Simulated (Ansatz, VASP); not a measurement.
# Ca in VASP and in Ansatz

File INCAR:

```
PREC = Accurate ; ENCUT = 520
EDIFF = 1E-6 ; ISMEAR = 0
SIGMA = 0.15 ; LREAL = False
LASPH = True ; NELM = 60
ALGO = Fast ; ISIF = 2
LWAVE = False ; LCHARG = False
GGA = PS ; NBANDS = 11
```

File KPOINTS:

```
regular mesh
0
Gamma
  16 16 16
```

Contents of POSCAR:

```
Ca
1.0
    0.0000000000      2.4894745175      3.5201169678
    2.4894745175      0.0000000000      3.5201169678
    2.4894745175      2.4894745175      0.0000000000
Ca
1
Direct
    0.0000000000      0.0000000000      0.0000000000
```

Input for Ansatz:

```yaml
crystal:
  lattice:
    - [0.0, 2.4894745175, 3.5201169678]
    - [2.4894745175, 0.0, 3.5201169678]
    - [2.4894745175, 2.4894745175, 0.0]
  atoms:
    - { symbol: Ca, position: [0.0, 0.0, 0.0] }
basis:
  ecutwfc: 420
kpoints:
  mp_grid: { grid: [16, 16, 16] }
hamiltonian:
  xc: pbesol
scf:
  occupations: { method: gaussian, width: 0.15 }
output:
  forces: true
  stress: true
  eigenvalues: true
```

Alike in both runs: task single point; functional PBEsol; k mesh 16 × 16 × 16; occupations gaussian, width 0.15 eV; no spin polarisation.

```csv
,VASP,Ansatz
version,VASP 6.6.1,Ansatz 0.2.0
potentials or method,"VASP PAW PBE potentials, release 64 (Ca_sv), cutoff 520 eV","scalar-relativistic, plane waves, PAW"
valence electrons in the cell,10,10
```

```tsv
	VASP	Ansatz	Ansatz less VASP
gap on the k mesh at the Fermi level (eV)	none	none	-
pressure (GPa)	-1.0	-1.0	0.00
traceless stress, the component that is largest in VASP (GPa)	-4.08	-4.08	+0.002
```

VASP's potentials were made for PBE, not for PBEsol. A gap of «none» marks a metal or a gap that the smearing closes. With one functional, cell and mesh, what is left measures potentials, basis and numerics.
